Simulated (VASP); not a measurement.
Set up this calculation in VASP 6.6.1, as the native input.

* Task: single point
* Functional: PBEsol
* Potentials or basis: VASP PAW PBE potentials, release 64 (Ga_d, P)
* Cutoff: 520 eV
* k mesh: 10 × 10 × 10
* Occupations: gaussian, width 0.05 eV
* Spin: no spin polarisation
* Dipole correction: no
* Further INCAR settings: ALGO = Normal; EDIFF = 1e-06; NBANDS = 16

The structure of GaP lies in POSCAR:

```
GaP
1.0
    0.0000000000      2.6474303553      2.7926480541
    2.7926480541      0.0000000000      2.7926480541
    2.7926480541      2.6474303553      0.0000000000
Ga P
1 1
Direct
    0.0000000000      0.0000000000      0.0000000000
    0.7500000000      0.7500000000      0.7500000000
```

This cell differs from its parent crystal: volume 20.647 Å^3 an atom, c/a of the conventional cell 0.9480.

The input as run:

INCAR

```
SYSTEM = GaP
ALGO = Normal
EDIFF = 1E-6
ENCUT = 520
GGA = PS
ISIF = 2
ISMEAR = 0
LASPH = .True.
LCHARG = .False.
LREAL = .False.
LWAVE = .False.
NBANDS = 16
NELM = 80
PREC = Accurate
SIGMA = 0.05
```

KPOINTS

```
k-points
0
Gamma
  10 10 10
  0 0 0
```

Potentials or basis: VASP PAW PBE potentials, release 64 (Ga_d, P).

Launch:

```sh
$ cat potpaw_PBE.64/Ga_d/POTCAR potpaw_PBE.64/P/POTCAR > POTCAR
$ mpirun -np 1 vasp_std > vasp.out
```

Results of the run:

The pressure is -2.3 GPa and the band gap on the k mesh is 1.02 eV, indirect (least direct gap 1.39 eV).

Caveat: the PAW data sets were made with another functional, which shifts forces and pressure a little.

Run time: 60 s on 1 thread of Intel(R) Xeon(R) Platinum 8259CL CPU @ 2.50GHz (Skylake/Cascade Lake), with other jobs on the host, peak memory 0.21 GiB.
